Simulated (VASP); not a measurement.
Wanted: the native input for a VASP 6.6.1 run.

```yaml
Task: single point
Functional: r2SCAN
Potentials_or_basis: VASP PAW PBE potentials, release 64 (Ga_d, P)
Cutoff: 520 eV
k_mesh: 8 × 8 × 8
Occupations: gaussian, width 0.05 eV
Spin: no spin polarisation
Dipole_correction: no
Further_INCAR_settings: ALGO = Normal; EDIFF = 1e-06; NBANDS = 16
```

GaP:

```
CELL_PARAMETERS angstrom
0.00000 2.72525 2.83426
2.72525 0.00000 2.83426
2.72525 2.72525 0.00000
ATOMIC_POSITIONS crystal
Ga 0.00000 0.00000 0.00000
P 0.75000 0.75000 0.75000
```

This cell differs from its parent crystal: strain +0.000 along x and y, +0.040 along z.

One way to write it, as run:

POSCAR

```
GaP
1.0
    0.0000000000      2.7252500000      2.8342600000
    2.7252500000      0.0000000000      2.8342600000
    2.7252500000      2.7252500000      0.0000000000
Ga P
1 1
Direct
    0.0000000000      0.0000000000      0.0000000000
    0.7500000000      0.7500000000      0.7500000000
```

INCAR.step1

```
SYSTEM = GaP
PREC     = Accurate       ! precision mode
ENCUT    = 520            ! plane-wave cutoff, eV
ISMEAR   = 0              ! smearing method
SIGMA    = 0.05           ! smearing width, eV
LREAL    = .FALSE.        ! projectors in reciprocal space
LASPH    = .TRUE.         ! aspherical terms in the spheres
NELM     = 80             ! most SCF steps
NBANDS   = 16             ! bands
GGA      = PE             ! functional
ALGO     = Normal         ! electronic algorithm
EDIFF    = 1E-4           ! SCF threshold, eV
LWAVE    = .TRUE.         ! write WAVECAR
LCHARG   = .FALSE.        ! write CHGCAR
```

INCAR.step2

```
SYSTEM = GaP
PREC     = Accurate       ! precision mode
ENCUT    = 520            ! plane-wave cutoff, eV
EDIFF    = 1E-6           ! SCF threshold, eV
ISMEAR   = 0              ! smearing method
SIGMA    = 0.05           ! smearing width, eV
LREAL    = .FALSE.        ! projectors in reciprocal space
LASPH    = .TRUE.         ! aspherical terms in the spheres
NELM     = 80             ! most SCF steps
ALGO     = Normal         ! electronic algorithm
ISIF     = 2              ! what is computed and relaxed
LWAVE    = .FALSE.        ! write WAVECAR
LCHARG   = .TRUE.         ! write CHGCAR
METAGGA  = R2SCAN         ! meta-GGA
LMIXTAU  = .TRUE.       
LELF     = .TRUE.         ! ELF
LVHAR    = .TRUE.       
NBANDS   = 16             ! bands
ISTART   = 1
```

KPOINTS

```
Automatic mesh
0
G
  8 8 8
  0 0 0
```

Potentials or basis: VASP PAW PBE potentials, release 64 (Ga_d, P).

Launch:

```console
$ cat potpaw_PBE.64/Ga_d/POTCAR potpaw_PBE.64/P/POTCAR > POTCAR
$ cp INCAR.step1 INCAR
$ mpirun -np 1 vasp_std > vasp.out
$ cp INCAR.step2 INCAR
$ mpirun -np 1 vasp_std > vasp.out
```

It gave:

The pressure is -3.2 GPa. The band gap on the k mesh is 1.76 eV, indirect (least direct gap 1.91 eV).

Caveat: the cell differs from its parent crystal (strain +0.000 along x and y, +0.040 along z); the PAW data sets were made with another functional, which shifts forces and pressure a little.

It took 110 s on 1 thread of Intel(R) Xeon(R) Platinum 8488C (Sapphire Rapids), on a shared host, peak memory 0.18 GiB.
